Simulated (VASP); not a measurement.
A run of VASP 6.6.1 is set up as follows.

Contents of INCAR:

```
SYSTEM = Cd2Se5
  ALGO = Normal
  EDIFF = 1E-6
  ENCUT = 500
  GGA = PE
  GGA_COMPAT = .False.
  ISIF = 2
  ISMEAR = 0
  LASPH = .True.
  LCHARG = .True.
  LELF = .True.
  LREAL = .False.
  LVHAR = .True.
  LWAVE = .False.
  NBANDS = 36
  NELM = 120
  PREC = Accurate
  SIGMA = 0.2
```

File KPOINTS:

```
k-points
0
Gamma
  3 3 3
  0 0 0
```

Contents of POSCAR:

```
Cd2Se5
1.0
    0.0000000000      4.8821676654      4.8821676654
    4.8821676654      0.0000000000      4.8821676654
    4.8821676654      4.8821676654      0.0000000000
Cd Se
2 5
Direct
    0.0000000000      0.0000000000      0.0000000000
    0.5000000000      0.5000000000      0.5000000000
    0.3490173260      0.3490173260      0.3490173260
    0.3490173260      0.3490173260      0.9529480221
    0.3490173260      0.9529480221      0.3490173260
    0.9529480221      0.3490173260      0.3490173260
    0.7500000000      0.7500000000      0.7500000000
```

Potentials or basis: VASP PAW PBE potentials, release 64 (Cd, Se).

Run with:

```console
$ cat potpaw_PBE.64/Cd/POTCAR potpaw_PBE.64/Se/POTCAR > POTCAR
$ mpirun -np 1 vasp_std > vasp.out
```

(1) Predict the pressure.

(2) What does it give for the band gap on the k mesh?

Results:

(1) 0.4 GPa.

(2) zero (band 27 reaches 1.03 eV, above the bottom of band 28 at 0.65 eV).

Caveat: the k points lie up to 0.37 Å⁻¹ apart.
